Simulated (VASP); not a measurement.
# Pt (Pm-3m) in VASP: further runs, part 2 of 2

VASP 6.6.1. Earlier steps stand in the parts before.

**3. Relaxation of cell and atoms, PBEsol**

This run uses another cell than the first one, of 16.58 Å³/atom.

INCAR reads:

```
PREC = Accurate
ENCUT = 600
EDIFF = 1E-6
ISMEAR = -1
SIGMA = 0.1
LREAL = F
LASPH = T
NELM = 100
ALGO = Normal
ISIF = 3
LWAVE = F
LCHARG = F
GGA = PS
IBRION = 2
NSW = 80
EDIFFG = -0.03
```

KPOINTS reads:

```
Automatic mesh
0
Gamma
  17 17 17
```

POSCAR reads:

```
Pt
1.0
    2.5500000000      0.0000000000      0.0000000000
    0.0000000000      2.5500000000      0.0000000000
    0.0000000000      0.0000000000      2.5500000000
Pt
1
Direct
    0.0000000000      0.0000000000      0.0000000000
```

Potentials or basis: VASP PAW PBE potentials, release 64 (Pt).

Launch:

```
> cat potpaw_PBE.64/Pt/POTCAR > POTCAR
> mpirun -np 1 vasp_std > vasp.out
```

OUTCAR:

```text
PREC = Accurate
   ENCUT = 600
   EDIFF = 1E-6
   ISMEAR = -1
   LREAL = F
   LASPH = T
   NELM = 100
   ISIF = 3
   GGA = PS
   IBRION = 2
   NSW = 80
   EDIFFG = -0.03

 ion  position               nearest neighbor table
   1  0.000  0.000  0.000-

  LATTYP: Found a simple cubic cell.
 ALAT       =     2.5500000000

  Lattice vectors:

 A1 = (   2.5500000000,   0.0000000000,   0.0000000000)
 A2 = (   0.0000000000,   2.5500000000,   0.0000000000)
 A3 = (   0.0000000000,   0.0000000000,   2.5500000000)

Analysis of symmetry for initial positions (statically):
=====================================================================
 Subroutine PRICEL returns:
 Original cell was already a primitive cell.

 Routine SETGRP: Setting up the symmetry group for a
 simple cubic supercell.

 Subroutine GETGRP returns: Found 48 space group operations
 (whereof 48 operations were pure point group operations)
 out of a pool of 48 trial point group operations.

The static configuration has the point symmetry O_h .

Analysis of symmetry for dynamics (positions and initial velocities):
=====================================================================
 Subroutine PRICEL returns:
 Original cell was already a primitive cell.

 Routine SETGRP: Setting up the symmetry group for a
 simple cubic supercell.

 Subroutine GETGRP returns: Found 48 space group operations
 (whereof 48 operations were pure point group operations)
 out of a pool of 48 trial point group operations.

The dynamic configuration has the point symmetry O_h .

 Subroutine INISYM returns: Found 48 space group operations
 (whereof 48 operations are pure point group operations),
 and found     1 'primitive' translations

----------------------------------------------------------------------------------------

                                     Primitive cell

  volume of cell :      16.5814

[... 124 lines left out ...]
--------------------------------------- Ionic step        1  -------------------------------------------

 number of electron      10.0000000 magnetization

 number of electron       9.9999998 magnetization

 Free energy of the ion-electron system (eV)
  ---------------------------------------------------
  ext. energy  EPLUGINS =         0.00000000
  ---------------------------------------------------
  free energy    TOTEN  =        -6.41920511 eV

  energy without entropy =       -6.37748770  energy(sigma->0) =       -6.39834640

------------------------ aborting loop because EDIFF is reached ----------------------------------------

  FORCE on cell =-STRESS in cart. coord.  units (eV):
  Direction    XX          YY          ZZ          XY          YZ          ZX
  --------------------------------------------------------------------------------------
  -------------------------------------------------------------------------------------
  Total        1.0810975      1.0810975      1.0810975      0.0000000      0.0000000     -0.0000000
  in kB      104.4611773    104.4611773    104.4611773      0.0000000      0.0000000     -0.0000000
  external PRESSURE =     104.4611773 kB  Pullay stress =       0.0000000 kB
[... 92 lines left out ...]
--------------------------------------- Ionic step        4  -------------------------------------------

 number of electron       9.9999999 magnetization

 Free energy of the ion-electron system (eV)
  ---------------------------------------------------
  ext. energy  EPLUGINS =         0.00000000
  ---------------------------------------------------
  free energy    TOTEN  =        -6.44179145 eV

  energy without entropy =       -6.39698214  energy(sigma->0) =       -6.41938679

 E-fermi :   8.6884     XC(G=0): -12.6840

 val. band max:        8.6803223295   @ k =   0.1176   0.0588   0.0000
 cond. band min:       8.6890397393   @ k =   0.4706   0.3529   0.1765
 fundamental gap:      0.0087174098
 Fermi energy:         8.6883809928

 k-point     1 :       0.0000    0.0000    0.0000
  band No.  band energies     occupation
      1      -0.1465      2.00000
      2       2.6875      2.00000
      3       2.6875      2.00000
      4       9.0377      0.05902
      5       9.0377      0.05902
      6       9.0377      0.05902
      7      24.0648      0.00000
      8      24.0648      0.00000
      9      24.0648      0.00000
[... 265 lines left out ...]
 k-point    24 :       0.4706    0.1176    0.0000
  band No.  band energies     occupation
      1       2.8874      2.00000
      2       3.7043      2.00000
      3       5.5083      2.00000
      4       6.8037      2.00000
      5       8.9400      0.14944
      6       9.1185      0.02673
      7      13.5264      0.00000
      8      25.4413      0.00000
      9      27.5273      0.00000

 [... further k-points ...]

------------------------ aborting loop because EDIFF is reached ----------------------------------------

  FORCE on cell =-STRESS in cart. coord.  units (eV):
  Direction    XX          YY          ZZ          XY          YZ          ZX
  --------------------------------------------------------------------------------------
  -------------------------------------------------------------------------------------
  Total       -0.0042048     -0.0042048     -0.0042048     -0.0000000     -0.0000000      0.0000000
  in kB       -0.3891837     -0.3891837     -0.3891837     -0.0000000     -0.0000000      0.0000000
  external PRESSURE =      -0.3891837 kB  Pullay stress =       0.0000000 kB
[... 16 lines left out ...]
  FREE ENERGIE OF THE ION-ELECTRON SYSTEM (eV)
  ---------------------------------------------------
  free  energy   TOTEN  =        -6.4417914470 eV

  energy  without entropy=       -6.3969821366  energy(sigma->0) =       -6.41938679

 reached required accuracy - stopping structural energy minimisation
```

OSZICAR:

```text
N       E                     dE             d eps       ncg     rms          rms(c)
DAV:   1     0.418664324082E+02    0.41866E+02   -0.59966E+03  3018   0.116E+03
DAV:   2    -0.636260564486E+01   -0.48229E+02   -0.46730E+02  3168   0.198E+02
DAV:   3    -0.682824273207E+01   -0.46564E+00   -0.46154E+00  3566   0.203E+01
DAV:   4    -0.682997815608E+01   -0.17354E-02   -0.17353E-02  3291   0.128E+00
[... 28 lines left out ...]
DAV:   1    -0.644207151270E+01   -0.32141E-03   -0.58720E-03  3003   0.823E-01    0.106E-01
DAV:   2    -0.644179742275E+01    0.27409E-03   -0.86244E-04  2980   0.263E-01    0.366E-02
DAV:   3    -0.644178947274E+01    0.79500E-05   -0.45012E-05  3131   0.560E-02    0.229E-02
DAV:   4    -0.644179142047E+01   -0.19477E-05   -0.30229E-06  3092   0.131E-02    0.883E-04
DAV:   5    -0.644179144702E+01   -0.26555E-07   -0.61607E-08  1489   0.228E-03
   4 F= -.64417914E+01 E0= -.64193868E+01  d E =-.225863E-01
```

It took 29 s on 1 thread of AMD EPYC 9R45 (Zen 5), shared host; peak memory 0.13 GiB.

Results:

```yaml
Free_energy: -6.4418 eV
Relaxed_volume: 17.31 Å³/atom
Relaxed_cell: a = 2.587 Å, b = 2.587 Å, c = 2.587 Å, α = 90.00°, β = 90.00°, γ = 90.00°
Space_group_after_relaxing_to_0.1_Å: Pm-3m (No. 221)
Energy_gained_by_relaxing: 22.6 meV/atom
Ionic_steps: 4
Pressure_after_relaxing: 0.0 GPa
Band_gap_on_the_k_mesh: zero (bands 5 and 6 overlap by 3.15 eV)
```

Step by step:
| step | energy change (eV) | largest force (eV/Å) | pressure (GPa) | volume (Å³) |
| --- | --- | --- | --- | --- |
| 1 | 0.0000 | 0.0000 | 10.45 | 16.58 |
| 2 | 0.1022 | 0.0000 | -17.70 | 19.31 |
| 3 | -0.0225 | 0.0000 | -0.40 | 17.34 |
| 4 | -0.0226 | 0.0000 | -0.04 | 17.31 |

Final structure:
```yaml
crystal:
  lattice:
    - [2.58682, 0.00000, 0.00000]
    - [0.00000, 2.58682, 0.00000]
    - [0.00000, 0.00000, 2.58682]
  atoms:
    - { symbol: Pt, position: [0.00000, 0.00000, 0.00000] }
```

Caveat: the PAW data sets were made with another functional, which shifts forces and pressure a little; spin-orbit coupling is left out, which moves the levels of the heavy elements.

**4. Relaxation of cell and atoms, PBEsol**

INCAR reads:

```
PREC = Accurate ; ENCUT = 600
EDIFF = 1E-7 ; ISMEAR = -1
SIGMA = 0.1 ; LREAL = False
LASPH = True ; NELM = 60
ALGO = Normal ; ISIF = 3
LWAVE = False ; LCHARG = False
GGA = PS ; IBRION = 2
NSW = 80 ; EDIFFG = -0.03
```

KPOINTS is that of step 3.

POSCAR reads:

```
Pt
1.0
    2.5879566853      0.0000000000      0.0000000000
    0.0000000000      2.5879566853      0.0000000000
    0.0000000000      0.0000000000      2.5879566853
Pt
1
Direct
    0.0000000000      0.0000000000      0.0000000000
```

Launch:

```
> cat potpaw_PBE.64/Pt/POTCAR > POTCAR
> mpirun -np 1 vasp_std > vasp.out
```

Run time: 28 s. Hardware: 1 thread of AMD EPYC 9R45 (Zen 5), shared host; peak memory 0.14 GiB.

The run converged. Its results:

```
Free energy                           : -6.4420 eV
Relaxed volume                        : 17.31 Å³/atom
Relaxed cell                          : a = 2.587 Å, b = 2.587 Å, c = 2.587 Å, α = 90.00°, β = 90.00°, γ = 90.00°
Space group after relaxing (to 0.1 Å) : Pm-3m (No. 221)
Energy gained by relaxing             : 0.0 meV/atom
Ionic steps                           : 3
Pressure after relaxing               : 0.0 GPa
Band gap on the k mesh                : zero (bands 5 and 6 overlap by 3.15 eV)
```

Final structure:
```
Pt
1.0
     2.58675    0.00000    0.00000
     0.00000    2.58675    0.00000
     0.00000    0.00000    2.58675
Pt
1
Direct
  0.00000 0.00000 0.00000
```

Levels at points of the mesh, in eV from the Fermi level:
```csv
k point,band 3,band 4,band 5,band 6,band 7,band 8
"(0.00, 0.00, 0.00)",-6.00,0.35,0.35,0.35,15.38,15.38
```

Caveat: the PAW data sets were made with another functional, which shifts forces and pressure a little; spin-orbit coupling is left out, which moves the levels of the heavy elements.

**5. Overview**

| task | cell | cutoff (eV) | gap on the mesh (eV) | pressure (GPa) | relaxed volume (Å³/atom) |
| --- | --- | --- | --- | --- | --- |
| single point | a = 2.588 Å, 1 atom | 520 | none | -0.4 | - |
| relaxation of cell and atoms | relaxed from a = 2.550 Å, 1 atom | 600 | none | 0.0 | 17.31 |
| relaxation of cell and atoms | relaxed from a = 2.588 Å, 1 atom | 600 | none | 0.0 | 17.31 |

Alike in all rows: level PBEsol; potentials or basis VASP PAW PBE potentials, release 64 (Pt); no spin polarisation; k mesh 17 × 17 × 17; smearing fermi-dirac 0.1 eV.

Caveats: the PAW data sets were made with another functional, which shifts forces and pressure a little; spin-orbit coupling is left out, which moves the levels of the heavy elements.

Absolute energies hang on the potentials; compare differences alone.
